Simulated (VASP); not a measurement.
Here is a VASP 6.6.1 calculation.

Contents of INCAR:

```
PREC = Accurate ; ENCUT = 520
EDIFF = 1E-6 ; ISMEAR = -1
SIGMA = 0.05 ; LREAL = F
LASPH = T ; NELM = 80
ALGO = Normal ; ISIF = 2
LWAVE = F ; LCHARG = T
GGA = PE ; LELF = T
LVHAR = T ; NBANDS = 18
```

KPOINTS

```
regular mesh
0
Gamma
  9 9 9
```

The input POSCAR:

```
GaCo
1.0
    2.8780000000      0.0000000000      0.0000000000
    0.0000000000      2.8780000000      0.0000000000
    0.0000000000      0.0000000000      2.8780000000
Ga Co
1 1
Direct
    0.5000000000      0.5000000000      0.5000000000
    0.0000000000      0.0000000000      0.0000000000
```

Potentials or basis: VASP PAW PBE potentials, release 64 (Ga_d, Co).

Launch:

```console
$ cat potpaw_PBE.64/Ga_d/POTCAR potpaw_PBE.64/Co/POTCAR > POTCAR
$ mpirun -np 1 vasp_std > vasp.out
```

What does it give for the pressure?

0.9 GPa.

What does it give for the band gap on the k mesh?

Zero (bands 11 and 12 overlap by 1.12 eV).

Caveat: the run has no spin polarisation, though such a crystal can be magnetic. Spin polarisation is off, so any magnetic state and its effect on volume and gap are missing.
